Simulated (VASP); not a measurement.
# C (P6_3/mmc) in VASP: further runs, part 3 of 3

VASP 6.6.1. The steps go on from the part before.

## 5. Single point, PBEsol+D3(BJ) (7.57 Å³/atom)

This run uses another cell than the first one, of 7.57 Å³/atom.

Contents of INCAR:

```
SYSTEM = C
PREC = Accurate
ENCUT = 520
EDIFF = 1E-6
ISMEAR = 0
SIGMA = 0.15
LREAL = .False.
LASPH = .True.
NELM = 100
ALGO = Normal
ISIF = 2
LWAVE = .False.
LCHARG = .True.
GGA = PS
IVDW = 12
LELF = .True.
LVHAR = .True.
NBANDS = 16
```

Contents of KPOINTS:

```
Automatic mesh
0
Gamma
  21 21 8
  0 0 0
```

Contents of POSCAR:

```
C
1.0
    2.3082773858      0.0000000000      0.0000000000
   -1.1541386929      1.9990268551      0.0000000000
    0.0000000000      0.0000000000      6.5656641963
C
4
Direct
    0.0000000000      0.0000000000      0.0025000000
    0.0000000000      0.0000000000      0.5025000000
    0.3333333333      0.6666666667      0.0025000000
    0.6666666667      0.3333333333      0.5025000000
```

Potentials or basis: VASP PAW PBE potentials, release 64 (C).

Command:

```sh
> cat potpaw_PBE.64/C/POTCAR > POTCAR
> mpirun -np 1 vasp_std > vasp.out
```

OUTCAR:

```text
SYSTEM = C
   PREC = Accurate
   ENCUT = 520
   EDIFF = 1E-6
   ISMEAR = 0
   LREAL = .False.
   LASPH = .True.
   NELM = 100
   ISIF = 2
   GGA = PS
   IVDW = 12
 IVDW          = 12

 ion  position               nearest neighbor table
   1  0.000  0.000  0.002-   3 1.33   3 1.33   3 1.33
   2  0.000  0.000  0.502-   4 1.33   4 1.33   4 1.33
   3  0.333  0.667  0.002-   1 1.33   1 1.33   1 1.33
   4  0.667  0.333  0.502-   2 1.33   2 1.33   2 1.33

  LATTYP: Found a hexagonal cell.
 ALAT       =     2.3082773858
 C/A-ratio  =     2.8444000001

  Lattice vectors:

 A1 = (   2.3082773858,   0.0000000000,   0.0000000000)
 A2 = (  -1.1541386929,   1.9990268551,   0.0000000000)
 A3 = (   0.0000000000,   0.0000000000,   6.5656641963)

Analysis of symmetry for initial positions (statically):
=====================================================================
 Subroutine PRICEL returns:
 Original cell was already a primitive cell.

 Routine SETGRP: Setting up the symmetry group for a
 hexagonal supercell.

 Subroutine GETGRP returns: Found 24 space group operations
 (whereof  6 operations were pure point group operations)
 out of a pool of 24 trial point group operations.

The static configuration has the point symmetry C_3v.
 The point group associated with its full space group is D_6h.

Analysis of symmetry for dynamics (positions and initial velocities):
=====================================================================
 Subroutine PRICEL returns:
 Original cell was already a primitive cell.

 Routine SETGRP: Setting up the symmetry group for a
 hexagonal supercell.

 Subroutine GETGRP returns: Found 24 space group operations
 (whereof  6 operations were pure point group operations)
 out of a pool of 24 trial point group operations.

The dynamic configuration has the point symmetry C_3v.
 The point group associated with its full space group is D_6h.

 Subroutine INISYM returns: Found 24 space group operations
 (whereof  6 operations are pure point group operations),
 and found     1 'primitive' translations

----------------------------------------------------------------------------------------

                                     Primitive cell

  volume of cell :      30.2960

  direct lattice vectors                    reciprocal lattice vectors
     2.308277386  0.000000000  0.000000000     0.433223497  0.250121702  0.000000000
    -1.154138693  1.999026855  0.000000000     0.000000000  0.500243405  0.000000000
     0.000000000  0.000000000  6.565664196     0.000000000  0.000000000  0.152307515

  length of vectors
     2.308277386  2.308277386  6.565664196     0.500243405  0.500243405  0.152307515

  position of ions in fractional coordinates (direct lattice)
     0.000000000  0.000000000  0.002500000
     0.000000000  0.000000000  0.502500000
     0.333333333  0.666666667  0.002500000
     0.666666667  0.333333333  0.502500000

  ion indices of the primitive-cell ions
   primitive index   ion index
                 1           1
                 2           2
                 3           3
                 4           4

----------------------------------------------------------------------------------------

 KPOINTS: Automatic mesh

Automatic generation of k-mesh.
[... 25 lines left out ...]
  0.095238  0.000000  0.000000      6.000000
  0.142857  0.000000  0.000000      6.000000
  0.190476  0.000000  0.000000      6.000000
  0.238095  0.000000  0.000000      6.000000
[... 16 lines left out ...]
  0.142857  0.095238  0.000000     12.000000
  0.190476  0.095238  0.000000     12.000000
 [... further k-points ...]
   k-points           NKPTS =    240   k-points in BZ     NKDIM =    240   number of bands    NBANDS=     16
   number of dos      NEDOS =    301   number of ions     NIONS =      4
   total plane-waves  NPLWV =  16200
   dimension x,y,z NGX =    18 NGY =   18 NGZ =   50
   dimension x,y,z NGXF=    36 NGYF=   36 NGZF=  100
   ions per type =               4
   NGX,Y,Z   is equivalent  to a cutoff of  12.96, 12.96, 12.66 a.u.
   NGXF,Y,Z  is equivalent  to a cutoff of  25.93, 25.93, 25.32 a.u.
 SYSTEM =  C
   PREC   = accura    normal or accurate (medium, high low for compatibility)
   ISTART =      0    job   : 0-new  1-cont  2-samecut
   ICHARG =      2    charge: 1-file 2-atom 10-const
   ISPIN  =      1    spin polarized calculation?
   LNONCOLLINEAR =      F non collinear calculations
   LSORBIT =      F    spin-orbit coupling
   LASPH  =      T    aspherical Exc in radial PAW
   ENCUT  =  520.0 eV  38.22 Ry    6.18 a.u.   4.29  4.29 12.21*2*pi/ulx,y,z
   NELM   =    100;   NELMIN=  2; NELMDL= -5     # of ELM steps
   EDIFF  = 0.1E-05   stopping-criterion for ELM
   LREAL  =      F    real-space projection
   EDIFFG = 0.1E-04   stopping-criterion for IOM
   NSW    =      0    number of steps for IOM
   IBRION =     -1    ionic relax: 0-MD 1-quasi-New 2-CG
   NFREE  =      0    steps in history (QN), initial steepest desc. (CG)
   ISIF   =      2    stress and relaxation
   ISYM   =      2    0-nonsym 1-usesym 2-fastsym
   POTIM  = 0.5000    time-step for ionic-motion
   TEBEG  =    0.0;   TEEND  =   0.0 temperature during run
   PSTRESS=    0.0 pullay stress
   NELECT =      16.0000    total number of electrons
   NUPDOWN=      -1.0000    fix difference up-down
   EMIN   =  10.00;   EMAX   =-10.00  energy-range for DOS
   EFERMI =   0.00;   METHOD = LEGACY
   ISMEAR =     0;   SIGMA  =   0.15  broadening in eV -4-tet -1-fermi 0-gaus
   EFERMI_NEDOS =   21; number of points for ismear=-14 and -15
   IALGO  =     38    algorithm
   IMIX   =      4    mixing-type and parameters
     AMIX     =   0.40;   BMIX     =  1.00
     AMIX_MAG =   1.60;   BMIX_MAG =  1.00
  volume/ion in A,a.u.               =       7.57        51.11
  Fermi-wavevector in a.u.,A,eV,Ry     =   1.323284  2.500644 23.824897  1.751081
  Thomas-Fermi vector in A             =   2.452903
   LORBIT       =      0    0 simple, 1 ext, 2 COOP (PROOUT), +10 PAW based schemes
   GGA     = PS    functional components
   LHFCALC =     F    Hartree Fock is set to
   AEXX    =    0.0000 exact exchange contribution
   IVDW    =    12    specifies the selected vdW correction
   LEPSILON=     F    determine dielectric tensor
   LRPA    =     F    only Hartree local field effects (RPA)
 non-spin polarized calculation
 Gauss-broadening in eV      SIGMA  =   0.15
  energy-cutoff  :      520.00
  volume of cell :       30.30
 maximum number of plane-waves:       840
 NGX is ok and might be reduce to    18
   NGX =  9   NGY =  9   NGZ = 25

 number of electron      15.9999998 magnetization

 Free energy of the ion-electron system (eV)
  ---------------------------------------------------
  ext. energy  EPLUGINS =         0.00000000
  ---------------------------------------------------
  free energy    TOTEN  =       -37.31742335 eV

  energy without entropy =      -37.31655854  energy(sigma->0) =      -37.31699095

 E-fermi :   6.0253     XC(G=0): -11.1022

 val. band max:        6.0251204628   @ k =   0.3333   0.3333   0.2500
 cond. band min:       6.0260242313   @ k =   0.3333   0.3333   0.5000
 fundamental gap:      0.0009037685
 Fermi energy:         6.0253250135

 k-point     1 :       0.0000    0.0000    0.0000
  band No.  band energies     occupation
      1     -15.2174      2.00000
      2     -14.8830      2.00000
      3      -4.0023      2.00000
      4      -1.9084      2.00000
      5       3.2040      2.00000
      6       3.2040      2.00000
[... 433 lines left out ...]
      3      -1.8813      2.00000
      4      -1.3521      2.00000
      5      -1.2701      2.00000
      6       0.0852      2.00000
[... 8 lines left out ...]
     15      20.5917      0.00000
     16      20.7992      0.00000

 [... further k-points ...]

------------------------ aborting loop because EDIFF is reached ----------------------------------------

 Edisp (eV)   -0.41102

 E8    (eV) :    -0.2000

  FORCE on cell =-STRESS in cart. coord.  units (eV):
  Direction    XX          YY          ZZ          XY          YZ          ZX
  --------------------------------------------------------------------------------------
  -------------------------------------------------------------------------------------
  Total      20.55167    20.55167    -0.07096     0.00000    -0.00000    -0.00000
  in kB    1086.85677  1086.85677    -3.75279     0.00000    -0.00000    -0.00000
  external pressure =      723.32 kB  Pullay stress =        0.00 kB

 VOLUME and BASIS-vectors are now :
 -----------------------------------------------------------------------------
  energy-cutoff  :      520.00
  volume of cell :       30.30
      direct lattice vectors                 reciprocal lattice vectors
     2.308277386  0.000000000  0.000000000     0.433223497  0.250121702  0.000000000
    -1.154138693  1.999026855  0.000000000     0.000000000  0.500243405  0.000000000
     0.000000000  0.000000000  6.565664196     0.000000000  0.000000000  0.152307515

 POSITION                                       TOTAL-FORCE (eV/Angst)
 -----------------------------------------------------------------------------------
      0.00000      0.00000      0.01641        -0.000000      0.000000     -0.000000
      0.00000      0.00000      3.29925         0.000000      0.000000      0.000000
     -0.00000      1.33268      0.01641        -0.000000      0.000000     -0.000000
      1.15414      0.66634      3.29925         0.000000     -0.000000      0.000000
 -----------------------------------------------------------------------------------
    total drift:                                0.000000      0.000000     -0.000036

  FREE ENERGIE OF THE ION-ELECTRON SYSTEM (eV)
  ---------------------------------------------------
  free  energy   TOTEN  =       -37.7284403102 eV

  energy  without entropy=      -37.7275754972  energy(sigma->0) =      -37.72800790
```

OSZICAR:

```text
N       E                     dE             d eps       ncg     rms          rms(c)
DAV:   1     0.312228981305E+02    0.31223E+02   -0.82751E+03  7680   0.953E+02
DAV:   2    -0.390172845565E+02   -0.70240E+02   -0.64307E+02 10960   0.195E+02
DAV:   3    -0.414187805924E+02   -0.24015E+01   -0.23905E+01  9552   0.330E+01
DAV:   4    -0.414347087887E+02   -0.15928E-01   -0.15925E-01 10000   0.330E+00
DAV:   5    -0.414349125592E+02   -0.20377E-03   -0.20377E-03  9368   0.351E-01    0.115E+01
DAV:   6    -0.382778190459E+02    0.31571E+01   -0.20499E+00  8880   0.958E+00    0.666E+00
DAV:   7    -0.373093203245E+02    0.96850E+00   -0.24518E+00  9368   0.106E+01    0.203E+00
DAV:   8    -0.373223365348E+02   -0.13016E-01   -0.13268E-01  8872   0.226E+00    0.691E-01
DAV:   9    -0.373173479030E+02    0.49886E-02   -0.60799E-03  9136   0.560E-01    0.175E-01
DAV:  10    -0.373174249725E+02   -0.77069E-04   -0.10362E-03  9544   0.217E-01    0.123E-01
DAV:  11    -0.373174221798E+02    0.27927E-05   -0.42365E-05  9120   0.455E-02    0.525E-03
DAV:  12    -0.373174233966E+02   -0.12168E-05   -0.14623E-06  8344   0.861E-03    0.108E-02
DAV:  13    -0.373174233541E+02    0.42483E-07   -0.30215E-07  6840   0.441E-03
   1 F= -.37728440E+02 E0= -.37728008E+02  d E =-.864813E-03
```

It took 41 s on 1 thread of Intel Xeon 6975P-C (Granite Rapids), shared host; peak memory 0.21 GiB.

Results:

| Property | Result |
| --- | --- |
| Free energy | -37.7284 eV |
| Pressure | 72.3 GPa |
| Band gap on the k mesh | zero (bands 8 and 9 overlap by 0.03 eV) |
| Dispersion energy per atom | -0.103 eV |

Caveat: the cell stands under pressure; the PAW data sets were made with another functional, which shifts forces and pressure a little.

## 6. Single point, PBEsol+D3(BJ) (7.57 Å³/atom)

This run uses another cell than the first one, of 7.57 Å³/atom.

Contents of INCAR:

```
ALGO = Normal ; EDIFF = 1E-7
ENCUT = 520 ; GGA = PS
ISIF = 2 ; ISMEAR = 0
IVDW = 12 ; LASPH = T
LCHARG = F ; LREAL = F
LWAVE = F ; NBANDS = 16
NELM = 100 ; PREC = Accurate
SIGMA = 0.15
```

Contents of KPOINTS:

```
k-points
0
Gamma
  21 21 8
```

Contents of POSCAR:

```
C
1.0
    2.4035464071      0.0000000000      0.0000000000
   -1.2017732035      2.0815322477      0.0000000000
    0.0000000000      0.0000000000      6.0554948180
C
4
Direct
    0.0000000000      0.0000000000      0.0025000000
    0.0000000000      0.0000000000      0.5025000000
    0.3333333333      0.6666666667      0.0025000000
    0.6666666667      0.3333333333      0.5025000000
```

Potentials or basis: VASP PAW PBE potentials, release 64 (C).

Command:

```sh
> cat potpaw_PBE.64/C/POTCAR > POTCAR
> mpirun -np 1 vasp_std > vasp.out
```

Run time: 45 s. Hardware: 1 thread of Intel Xeon 6975P-C (Granite Rapids), shared host; peak memory 0.21 GiB.

Results (log left out):

```
Free energy                : -38.8138 eV
Pressure                   : 26.7 GPa
Band gap on the k mesh     : zero (bands 8 and 9 overlap by 0.09 eV)
Dispersion energy per atom : -0.119 eV
```

Stress tensor (GPa, compression positive):
```
37.63  0.00  0.00
 0.00 37.63  0.00
 0.00  0.00  4.94
```

Levels at points of the mesh, in eV from the Fermi level:
```tsv
k point	band 6	band 7	band 8	band 9	band 10	band 11
(0.00, 0.00, 0.00)	-2.89	-2.84	-2.84	4.85	8.84	8.84
(0.00, 0.00, 0.50)	-2.86	-2.86	-2.86	8.43	8.43	8.90
```

Caveat: the cell stands under pressure; the PAW data sets were made with another functional, which shifts forces and pressure a little.

## 7. The runs side by side

```tsv
cell	gap on the mesh (eV)	pressure (GPa)
a = 2.553, b = 2.553, c = 6.833 Å, angles 90.0, 90.0, 120.0°, 4 atoms	none	-26.9
a = 2.451, b = 2.451, c = 7.409 Å, angles 90.0, 90.0, 120.0°, 4 atoms	none	2.3
a = 2.217, b = 2.217, c = 7.119 Å, angles 90.0, 90.0, 120.0°, 4 atoms	none	125.9
a = 2.308, b = 2.308, c = 6.566 Å, angles 90.0, 90.0, 120.0°, 4 atoms	none	72.3
a = 2.404, b = 2.404, c = 6.055 Å, angles 90.0, 90.0, 120.0°, 4 atoms	none	26.7
```

Alike in all rows: task single point; level PBEsol+D3(BJ); potentials or basis VASP PAW PBE potentials, release 64 (C); no spin polarisation; k mesh 21 × 21 × 8; cutoff (eV) 520; smearing gaussian 0.15 eV.

Caveats: the PAW data sets were made with another functional, which shifts forces and pressure a little; the cell stands under pressure (at least some runs); the cell stands under tension (at least some runs).

Absolute energies hang on the potentials; compare differences alone.
